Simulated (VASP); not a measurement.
# HfN (Fm-3m) in VASP: single point with PBEsol

Aim: the single point of HfN with PBEsol.

Everything below comes from runs of VASP 6.6.1. Logs are shortened: lines on timing, memory, paths and dates and some standing lists are left out, and cuts for length are marked.

## Step 1: The cell of the first run

Symmetry: Fm-3m, No. 225, cubic system. Conventional cell: a = 4.502 Å, b = 4.502 Å, c = 4.502 Å, α = 90.00°, β = 90.00°, γ = 90.00°. Hf (site symmetry m-3m) has 6 N at 2.25 Å within 3.0 Å. Within 3.0 Å of N (site symmetry m-3m) lie 6 Hf at 2.25 Å.

## Step 2: Single point, PBEsol, non-collinear spin, zero start, spin-orbit coupling

INCAR

```
ALGO = Normal ; EDIFF = 1E-6
ENCUT = 520 ; GGA = PS
GGA_COMPAT = False ; ISIF = 2
ISMEAR = 0 ; LASPH = True
LCHARG = True ; LMAXMIX = 4
LORBIT = 11 ; LORBMOM = True
LREAL = False ; LSORBIT = True
LVHAR = True ; LWAVE = False
MAGMOM = 0 0 0 0 0 0 ; NBANDS = 27
NELM = 150 ; PREC = Accurate
SIGMA = 0.1
```

KPOINTS

```
k-points
0
Gamma
  16 16 16
```

POSCAR

```
HfN
1.0
    0.0000000000      2.2508709353      2.2508709353
    2.2508709353      0.0000000000      2.2508709353
    2.2508709353      2.2508709353      0.0000000000
Hf N
1 1
Direct
    0.0000000000      0.0000000000      0.0000000000
    0.5000000000      0.5000000000      0.5000000000
```

Potentials or basis: VASP PAW PBE potentials, release 64 (Hf_pv, N).

Run with:

```sh
> cat potpaw_PBE.64/Hf_pv/POTCAR potpaw_PBE.64/N/POTCAR > POTCAR
> mpirun -np 1 vasp_ncl > vasp.out
```

OUTCAR:

```text
EDIFF = 1E-6
   ENCUT = 520
   GGA = PS
   ISIF = 2
   ISMEAR = 0
   LASPH = True
   LORBIT = 11
   LREAL = False
   LSORBIT = True
   NELM = 150
   PREC = Accurate

 ion  position               nearest neighbor table
   1  0.000  0.000  0.000-   2 2.25   2 2.25   2 2.25   2 2.25   2 2.25   2 2.25
   2  0.500  0.500  0.500-   1 2.25   1 2.25   1 2.25   1 2.25   1 2.25   1 2.25

  LATTYP: Found a face centered cubic cell.
 ALAT       =     4.5017418706

  Lattice vectors:

 A1 = (   0.0000000000,   2.2508709353,   2.2508709353)
 A2 = (   2.2508709353,   0.0000000000,   2.2508709353)
 A3 = (   2.2508709353,   2.2508709353,   0.0000000000)

Analysis of symmetry for initial positions (statically):
=====================================================================
 Subroutine PRICEL returns:
 Original cell was already a primitive cell.

 Routine SETGRP: Setting up the symmetry group for a
 face centered cubic supercell.

 Subroutine GETGRP returns: Found 48 space group operations
 (whereof 48 operations were pure point group operations)
 out of a pool of 48 trial point group operations.

The static configuration has the point symmetry O_h .

Analysis of symmetry for dynamics (positions and initial velocities):
=====================================================================
 Subroutine PRICEL returns:
 Original cell was already a primitive cell.

 Routine SETGRP: Setting up the symmetry group for a
 face centered cubic supercell.

 Subroutine GETGRP returns: Found 48 space group operations
 (whereof 48 operations were pure point group operations)
 out of a pool of 48 trial point group operations.

The dynamic configuration has the point symmetry O_h .

Analysis of structural, dynamic, and magnetic symmetry:
=====================================================================
 Subroutine PRICEL returns:
 Original cell was already a primitive cell.

 Routine SETGRP: Setting up the symmetry group for a
 face centered cubic supercell.

 Subroutine GETGRP returns: Found 48 space group operations
 (whereof 48 operations were pure point group operations)
 out of a pool of 48 trial point group operations.

The overall configuration has the point symmetry O_h .

 Subroutine INISYM returns: Found 48 space group operations
 (whereof 48 operations are pure point group operations),
 and found     1 'primitive' translations

----------------------------------------------------------------------------------------

                                     Primitive cell

  volume of cell :      22.8077

  direct lattice vectors                    reciprocal lattice vectors
     0.000000000  2.250870935  2.250870935    -0.222136237  0.222136237  0.222136237
     2.250870935  0.000000000  2.250870935     0.222136237 -0.222136237  0.222136237
     2.250870935  2.250870935  0.000000000     0.222136237  0.222136237 -0.222136237

  length of vectors
     3.183212204  3.183212204  3.183212204     0.384751249  0.384751249  0.384751249

  position of ions in fractional coordinates (direct lattice)
     0.000000000  0.000000000  0.000000000
     0.500000000  0.500000000  0.500000000

  ion indices of the primitive-cell ions
   primitive index   ion index
                 1           1
                 2           2

----------------------------------------------------------------------------------------

 KPOINTS: k-points

Automatic generation of k-mesh.
 Grid dimensions read from file:
 generate k-points for:   16   16   16

 Generating k-lattice:

  Cartesian coordinates                     Fractional coordinates (reciprocal lattice)
[... 95 lines left out ...]
   NGX = 11   NGY = 11   NGZ = 11

 number of electron      15.0000000 magnetization       0.0000000      0.0000000      0.0000000

 number of electron      15.0000002 magnetization      -0.0000000     -0.0000000     -0.0000000

 number of electron      15.0000001 magnetization      -0.0000000     -0.0000000      0.0000000

 number of electron      15.0000001 magnetization       0.0000000      0.0000000     -0.0000000

 Free energy of the ion-electron system (eV)
  ---------------------------------------------------
  ext. energy  EPLUGINS =         0.00000000
  ---------------------------------------------------
  free energy    TOTEN  =       -23.64871403 eV

  energy without entropy =      -23.64587762  energy(sigma->0) =      -23.64729583

 E-fermi :   8.2631     XC(G=0): -12.9527

 val. band max:        8.2593767042   @ k =  -0.4375   0.3125   0.1250
 cond. band min:       8.2712870595   @ k =   0.3750   0.1250   0.0000
 fundamental gap:      0.0119103553
 Fermi energy:         8.2630632501

 k-point     1 :       0.0000    0.0000    0.0000
  band No.  band energies     occupation
      1     -27.5552      1.00000
      2     -27.5552      1.00000
      3     -20.5006      1.00000
      4     -20.5006      1.00000
      5     -20.5006      1.00000
      6     -20.5006      1.00000
[... 709 lines left out ...]
     26      11.3360      0.00000
     27      18.6731      0.00000

 [... further k-points ...]

------------------------ aborting loop because EDIFF is reached ----------------------------------------

  FORCE on cell =-STRESS in cart. coord.  units (eV):
  Direction    XX          YY          ZZ          XY          YZ          ZX
  --------------------------------------------------------------------------------------
  -------------------------------------------------------------------------------------
  Total       -0.2886958     -0.2886958     -0.2886958     -0.0000000      0.0000000     -0.0000000
  in kB      -20.2800626    -20.2800626    -20.2800626     -0.0000000      0.0000000     -0.0000000
  external PRESSURE =     -20.2800626 kB  Pullay stress =       0.0000000 kB

 VOLUME and BASIS-vectors are now :
 -----------------------------------------------------------------------------
  energy-cutoff  :      520.00
  volume of cell :       22.81
      direct lattice vectors                 reciprocal lattice vectors
     0.000000000  2.250870935  2.250870935    -0.222136237  0.222136237  0.222136237
     2.250870935  0.000000000  2.250870935     0.222136237 -0.222136237  0.222136237
     2.250870935  2.250870935  0.000000000     0.222136237  0.222136237 -0.222136237

 POSITION                                       TOTAL-FORCE (eV/Angst)
 -----------------------------------------------------------------------------------
      0.00000      0.00000      0.00000        -0.000000      0.000000     -0.000000
      2.25087      2.25087      2.25087         0.000000     -0.000000      0.000000
 -----------------------------------------------------------------------------------
    total drift:                               -0.000000     -0.000000     -0.000000

  FREE ENERGIE OF THE ION-ELECTRON SYSTEM (eV)
  ---------------------------------------------------
  free  energy   TOTEN  =       -23.6487140327 eV

  energy  without entropy=      -23.6458776241  energy(sigma->0) =      -23.64729583

 orbital moment (x)

 # of ion     p       d       tot
 ----------------------------------------
  1         0.000   0.000   0.000
  2         0.000   0.000   0.000
 ----------------------------------------
            0.000   0.000   0.000

 orbital moment (y)

 # of ion     p       d       tot
 ----------------------------------------
  1         0.000   0.000   0.000
  2         0.000   0.000   0.000
 ----------------------------------------
            0.000   0.000   0.000

 orbital moment (z)

 # of ion     p       d       tot
 ----------------------------------------
  1         0.000   0.000   0.000
  2         0.000   0.000   0.000
 ----------------------------------------
            0.000   0.000   0.000

 Spin-Orbit-Coupling matrix elements

 Ion:    1  E_soc:     -1.2961647
 l=   1
     0.0000000    -0.2088600    -0.2088600
    -0.2088600     0.0000000    -0.2088600
    -0.2088600    -0.2088600     0.0000000
 l=   2
     0.0000000    -0.0020591     0.0000000    -0.0020591    -0.0051083
    -0.0020591     0.0000000    -0.0038312    -0.0020591    -0.0012771
     0.0000000    -0.0038312     0.0000000    -0.0038312     0.0000000
    -0.0020591    -0.0020591    -0.0038312     0.0000000    -0.0012771
    -0.0051083    -0.0012771     0.0000000    -0.0012771     0.0000000
 l=   3
     0.0000000     0.0000000     0.0000000     0.0000000     0.0000000     0.0000000     0.0000000
     0.0000000     0.0000000     0.0000000     0.0000000     0.0000000     0.0000000     0.0000000
     0.0000000     0.0000000     0.0000000     0.0000000     0.0000000     0.0000000     0.0000000
     0.0000000     0.0000000     0.0000000     0.0000000     0.0000000     0.0000000     0.0000000
     0.0000000     0.0000000     0.0000000     0.0000000     0.0000000     0.0000000     0.0000000
     0.0000000     0.0000000     0.0000000     0.0000000     0.0000000     0.0000000     0.0000000
     0.0000000     0.0000000     0.0000000     0.0000000     0.0000000     0.0000000     0.0000000

 Ion:    2  E_soc:     -0.0004010
 l=   1
     0.0000000    -0.0000668    -0.0000668
    -0.0000668     0.0000000    -0.0000668
    -0.0000668    -0.0000668     0.0000000
 l=   2
     0.0000000     0.0000000     0.0000000     0.0000000     0.0000000
     0.0000000     0.0000000     0.0000000     0.0000000     0.0000000
     0.0000000     0.0000000     0.0000000     0.0000000     0.0000000
     0.0000000     0.0000000     0.0000000     0.0000000     0.0000000
     0.0000000     0.0000000     0.0000000     0.0000000     0.0000000
 l=   3
     0.0000000     0.0000000     0.0000000     0.0000000     0.0000000     0.0000000     0.0000000
     0.0000000     0.0000000     0.0000000     0.0000000     0.0000000     0.0000000     0.0000000
     0.0000000     0.0000000     0.0000000     0.0000000     0.0000000     0.0000000     0.0000000
     0.0000000     0.0000000     0.0000000     0.0000000     0.0000000     0.0000000     0.0000000
     0.0000000     0.0000000     0.0000000     0.0000000     0.0000000     0.0000000     0.0000000
     0.0000000     0.0000000     0.0000000     0.0000000     0.0000000     0.0000000     0.0000000
     0.0000000     0.0000000     0.0000000     0.0000000     0.0000000     0.0000000     0.0000000

 total charge

# of ion       s       p       d       tot
------------------------------------------
    1        0.296   6.644   1.797   8.736
    2        1.228   2.502   0.000   3.730
--------------------------------------------------
tot          1.523   9.146   1.797  12.466

 magnetization (x)

# of ion       s       p       d       tot
------------------------------------------
    1       -0.000   0.000   0.000  -0.000
    2        0.000   0.000   0.000   0.000
--------------------------------------------------
tot         -0.000   0.000   0.000   0.000

 magnetization (y)

# of ion       s       p       d       tot
------------------------------------------
    1        0.000   0.000   0.000   0.000
    2       -0.000   0.000   0.000   0.000
--------------------------------------------------
tot          0.000   0.000   0.000   0.000

 magnetization (z)

# of ion       s       p       d       tot
------------------------------------------
    1       -0.000   0.000   0.000  -0.000
    2       -0.000   0.000   0.000   0.000
--------------------------------------------------
tot         -0.000   0.000   0.000   0.000
```

Run time: 57 s. Hardware: 1 thread of Intel Xeon 6975P-C (Granite Rapids), shared host; peak memory 0.29 GiB.

What came out:

```yaml
Free_energy: -23.6487 eV
Pressure: -2.0 GPa
Net_moment: 0.00 μB per cell
Valence_electrons_inside_the_program's_atomic_spheres: Hf 8.74; N 3.73
```

Moments on the atoms (μB; x, y, z):
```
Hf  0.00 0.00 0.00
N   0.00 0.00 0.00
```

Caveat: the PAW data sets were made with another functional, which shifts forces and pressure a little.
